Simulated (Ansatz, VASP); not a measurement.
## TiAl: VASP beside Ansatz

The input INCAR:

```
SYSTEM = TiAl
PREC = Accurate
ENCUT = 520
EDIFF = 1E-6
ISMEAR = 0
SIGMA = 0.15
LREAL = .False.
LASPH = .True.
NELM = 100
ALGO = Fast
ISIF = 2
LWAVE = .False.
LCHARG = .False.
NBANDS = 14
```

Contents of KPOINTS:

```
regular mesh
0
Gamma
  16 16 16
  0 0 0
```

POSCAR

```
TiAl
1.0
    2.7086376827      0.0000000000      0.0000000000
    0.0000000000      2.7086376827      0.0000000000
    0.0000000000      0.0000000000      3.7817999325
Ti Al
1 1
Direct
    0.0000000000      0.0000000000      0.0000000000
    0.5000000000      0.5000000000      0.5000000000
```

Input for Ansatz:

```yaml
crystal:
  lattice:
    - [2.7086376827, 0.0, 0.0]
    - [0.0, 2.7086376827, 0.0]
    - [0.0, 0.0, 3.7817999325]
  atoms:
    - { symbol: Ti, position: [0.0, 0.0, 0.0] }
    - { symbol: Al, position: [0.5, 0.5, 0.5] }
basis:
  ecutwfc: 520.0
kpoints:
  mp_grid: { grid: [16, 16, 16] }
hamiltonian:
  xc: lda
  pseudopotentials: { kind: paw, azcp: { folder: soft_1 } }
scf:
  occupations: { method: gaussian, width: 0.15 }
output:
  forces: true
  stress: true
  eigenvalues: true
```

Alike in both runs: task single point; functional LDA; k mesh 16 × 16 × 16; occupations gaussian, width 0.15 eV; no spin polarisation.

|  | VASP | Ansatz |
| --- | --- | --- |
| version | VASP 6.6.1 | Ansatz 0.2.0 |
| potentials or method | VASP PAW LDA potentials, release 64 (Ti_sv, Al), cutoff 520 eV | scalar-relativistic, plane waves, PAW |
| valence electrons in the cell | 15 | 15 |

|  | VASP | Ansatz | Ansatz less VASP |
| --- | --- | --- | --- |
| gap on the k mesh at the Fermi level (eV) | none | none | - |
| pressure (GPa) | 15.1 | 14.9 | -0.20 |
| traceless stress, the component that is largest in VASP (GPa) | 1.45 | 1.45 | +0.005 |

Ansatz warns that its potentials were made for another functional, while VASP's fit it. LDA's correlation is that of Perdew and Zunger in VASP and of Perdew and Wang (1992) in Ansatz. A gap of «none» marks a metal or a gap that the smearing closes.
